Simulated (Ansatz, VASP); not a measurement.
Two plane-wave programs on Au

```
Au
1.0
     2.87748   -0.01780    0.35517
    -0.02877    2.87792    0.38029
    -0.49445   -0.53077    3.97924
Au
2
Direct
  0.25000 0.25000 0.75000
  0.75000 0.75000 0.25000
```

Alike in both runs: task single point; functional PBEsol; k mesh 16 × 14 × 10; occupations gaussian, width 0.1 eV; no spin polarisation.

|  | VASP | Ansatz |
| --- | --- | --- |
| version | VASP 6.6.1 | Ansatz 0.2.0 |
| potentials or method | VASP PAW PBE potentials, release 64 (Au), cutoff 520 eV | scalar-relativistic, plane waves, PAW |
| valence electrons in the cell | 22 | 38 |

Ansatz gave:

- gap on the k mesh at the Fermi level (eV): none
- pressure (GPa): 0.0

Q: Estimate VASP's values.

A: gap on the k mesh at the Fermi level (eV): none; pressure (GPa): -0.2.

VASP's potentials were made for PBE, not for PBEsol. A gap of «none» marks a metal or a gap that the smearing closes. The functional is the same, so the differences come from potentials, cutoffs and numerics. VASP's potentials hold 22 valence electrons a cell and Ansatz's 38, so a difference there can come from the potentials and not from the codes. Ansatz's warnings: structure snapped to symmetry.

Spin-orbit coupling is off throughout.
